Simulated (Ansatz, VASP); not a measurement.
# I: VASP beside Ansatz

```
CELL_PARAMETERS angstrom
3.45219 0.00000 0.00000
0.00000 3.45219 0.00000
0.00000 0.00000 3.45219
ATOMIC_POSITIONS crystal
I 0.00000 0.00000 0.00000
```

Alike in both runs: functional r2SCAN; k mesh 12 × 12 × 12; occupations gaussian, width 0.1 eV; no spin polarisation.

Ansatz relaxed the structure, and its values are those at the end. VASP's run is a single point on that final structure, the one shown.

|  | VASP | Ansatz |
| --- | --- | --- |
| version | VASP 6.6.1 | Ansatz 0.2.0 |
| potentials or method | VASP PAW PBE potentials, release 64 (I), cutoff 520 eV | scalar-relativistic, plane waves, PAW |
| valence electrons in the cell | 7 | 17 |

Ansatz gave:

```
gap on the k mesh at the Fermi level (eV) : none
pressure (GPa)                            : 0.0
```

Question: Estimate VASP's values.

Answer: gap on the k mesh at the Fermi level (eV): none; pressure (GPa): -0.1.

VASP's potentials were made for PBE, not for r2SCAN. A gap of «none» marks a metal or a gap that the smearing closes. The functional is the same, so the differences come from potentials, cutoffs and numerics. VASP's potentials hold 7 valence electrons a cell and Ansatz's 17, so a difference there can come from the potentials and not from the codes.

Spin-orbit coupling is off throughout.
